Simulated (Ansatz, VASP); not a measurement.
## One calculation of Sr, two programs

```
CELL_PARAMETERS angstrom
3.72543 -2.16087 0.02246
3.72543 2.16087 0.02246
-2.44910 0.00000 10.84982
ATOMIC_POSITIONS crystal
Sr 0.00000 0.00000 0.50000
Sr 0.21120 0.21120 0.15646
Sr 0.78880 0.78880 0.84354
```

Alike in both runs: task single point; functional PBE; k mesh 12 × 12 × 4; occupations gaussian, width 0.1 eV; no spin polarisation.

```csv
,VASP,Ansatz
version,VASP 6.6.1,Ansatz 0.2.0
potentials or method,"VASP PAW PBE potentials, release 64 (Sr_sv), cutoff 500 eV","scalar-relativistic, plane waves, PAW"
valence electrons in the cell,30,30
```

|  | VASP | Ansatz | Ansatz less VASP |
| --- | --- | --- | --- |
| gap on the k mesh at the Fermi level (eV) | none | none | - |
| pressure (GPa) | -0.5 | -0.5 | 0.00 |
| traceless stress, the component that is largest in VASP (GPa) | -0.25 | -0.25 | 0.000 |
| rms of the force components (eV/Å) | 0.103 | 0.103 | -0.0004 |

Atom by atom the forces differ by 0.000 eV/Å (rms over components). A gap of «none» marks a metal or a gap that the smearing closes.
